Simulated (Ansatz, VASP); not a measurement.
# Two plane-wave programs on MoS2

The input INCAR:

```
SYSTEM = MoS2
ALGO     = Normal         ! electronic algorithm
EDIFF    = 1E-6           ! SCF threshold, eV
ENCUT    = 520            ! plane-wave cutoff, eV
GGA      = PE             ! functional
ISIF     = 2              ! what is computed and relaxed
ISMEAR   = 0              ! smearing method
LASPH    = .TRUE.         ! aspherical terms in the spheres
LCHARG   = .FALSE.        ! write CHGCAR
LREAL    = .FALSE.        ! projectors in reciprocal space
LWAVE    = .FALSE.        ! write WAVECAR
NBANDS   = 35             ! bands
NELM     = 60             ! most SCF steps
PREC     = Accurate       ! precision mode
SIGMA    = 0.05           ! smearing width, eV
```

File KPOINTS:

```
k-points
0
G
  12 12 2
  0 0 0
```

The input POSCAR:

```
MoS2
1.0
    3.1855822578      0.0000000000      0.0000000000
   -1.5927911289      2.7587951611      0.0000000000
    0.0000000000      0.0000000000     14.5104515858
Mo S
2 4
Direct
    0.3333333333      0.6666666667      0.2500000000
    0.6666666667      0.3333333333      0.7500000000
    0.3333333333      0.6666666667      0.6423151295
    0.6666666667      0.3333333333      0.1423151295
    0.3333333333      0.6666666667      0.8576848705
    0.6666666667      0.3333333333      0.3576848705
```

Input for Ansatz:

```yaml
crystal:
  lattice:
    - [3.1855822578, 0.0, 0.0]
    - [-1.5927911289, 2.7587951611, 0.0]
    - [0.0, 0.0, 14.5104515858]
  atoms:
    - { symbol: Mo, position: [0.3333333333, 0.6666666667, 0.25] }
    - { symbol: Mo, position: [0.6666666667, 0.3333333333, 0.75] }
    - { symbol: S, position: [0.3333333333, 0.6666666667, 0.6423151295] }
    - { symbol: S, position: [0.6666666667, 0.3333333333, 0.1423151295] }
    - { symbol: S, position: [0.3333333333, 0.6666666667, 0.8576848705] }
    - { symbol: S, position: [0.6666666667, 0.3333333333, 0.3576848705] }
basis:
  ecutwfc: 420
kpoints:
  mp_grid: { grid: [12, 12, 2] }
hamiltonian:
  xc: pbe
scf:
  occupations: { method: gaussian, width: 0.05 }
output:
  forces: true
  stress: true
  eigenvalues: true
```

Alike in both runs: task single point; functional PBE; k mesh 12 × 12 × 2; occupations gaussian, width 0.05 eV; no spin polarisation.

```csv
,VASP,Ansatz
version,VASP 6.6.1,Ansatz 0.2.0
potentials or method,"VASP PAW PBE potentials, release 64 (Mo_sv, S), cutoff 520 eV","scalar-relativistic, plane waves, PAW"
valence electrons in the cell,52,52
```

```csv
,VASP,Ansatz,Ansatz less VASP
gap on the k mesh at the Fermi level (eV),1.42,1.41,-0.013
least direct gap on the mesh (eV),1.66,1.66,-0.004
pressure (GPa),-0.1,0.0,+0.11
rms of the force components (eV/Å),0.007,0.002,-0.0055
```

Atom by atom the forces differ by 0.005 eV/Å (rms over components). The functional is the same, so the differences come from potentials, cutoffs and numerics.
